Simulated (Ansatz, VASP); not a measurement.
This is a calculation of ZnSe for VASP 6.6.1.

Contents of POSCAR:

```
ZnSe
1.0
    0.0000000000      2.8525674344      2.8525674344
    2.8525674344      0.0000000000      2.8525674344
    2.8525674344      2.8525674344      0.0000000000
Se Zn
1 1
Direct
    0.7500000000      0.7500000000      0.7500000000
    0.0000000000      0.0000000000      0.0000000000
```

INCAR.step1

```
PREC = Accurate
ENCUT = 520
EDIFF = 1E-5
ISMEAR = -1
SIGMA = 0.05
LREAL = False
LASPH = True
NELM = 100
ALGO = Normal
ISIF = 2
LWAVE = True
GGA = PE
NBANDS = 16
```

The input INCAR.step2:

```
PREC = Accurate
ENCUT = 520
EDIFF = 1E-7
ISMEAR = -1
SIGMA = 0.05
LREAL = False
LASPH = True
NELM = 100
ALGO = Normal
ISIF = 2
LWAVE = False
LCHARG = True
GGA = PE
LHFCALC = True
HFSCREEN = 0.2079
PRECFOCK = Normal
LELF = True
LVHAR = True
ISTART = 1
NBANDS = 16
```

Contents of KPOINTS:

```
regular mesh
0
Gamma
  4 4 4
```

Potentials or basis: VASP PAW PBE potentials, release 64 (Se, Zn).

Run with:

```sh
$ cat potpaw_PBE.64/Se/POTCAR potpaw_PBE.64/Zn/POTCAR > POTCAR
$ cp INCAR.step1 INCAR
$ mpirun -np 1 vasp_std > vasp.out
$ cp INCAR.step2 INCAR
$ mpirun -np 1 vasp_std > vasp.out
```

Task: Translate it to Ansatz 0.2.0. Potentials there: Ansatz PAW.

Result: As run (the cutoff follows the program's own potentials):

Contents of input.yaml:

```yaml
crystal:
  lattice:
    - [0.0, 2.8525674344, 2.8525674344]
    - [2.8525674344, 0.0, 2.8525674344]
    - [2.8525674344, 2.8525674344, 0.0]
  atoms:
    - { symbol: Se, position: [0.75, 0.75, 0.75] }
    - { symbol: Zn, position: [0.0, 0.0, 0.0] }
hamiltonian:
  xc: hse06
  pseudopotentials: { kind: paw }
kpoints:
  mp_grid: { grid: [4, 4, 4] }
scf:
  occupations: { method: fermi_dirac, width: 0.05 }
output:
  forces: true
  stress: true
  eigenvalues: true
```

Potentials or basis: Ansatz PAW.

Command:

```console
$ ansatz run input.yaml --threads 2 --pin off --max-ram 5632MiB --backend cpu --events-out ev --progress --plain --runs-dir out
```

Both were run:

|  | VASP | Ansatz | Ansatz less VASP |
| --- | --- | --- | --- |
| gap on the k mesh at the Fermi level (eV) | 2.34 | 2.35 | +0.011 |
| least direct gap on the mesh (eV) | 2.34 | 2.35 | +0.011 |
| pressure (GPa) | 0.2 | 0.2 | -0.01 |

VASP's potentials hold 18 valence electrons a cell and Ansatz's 28, so a difference there can come from the potentials and not from the codes.

The k mesh is coarse, so the values compare programs but aren't converged.
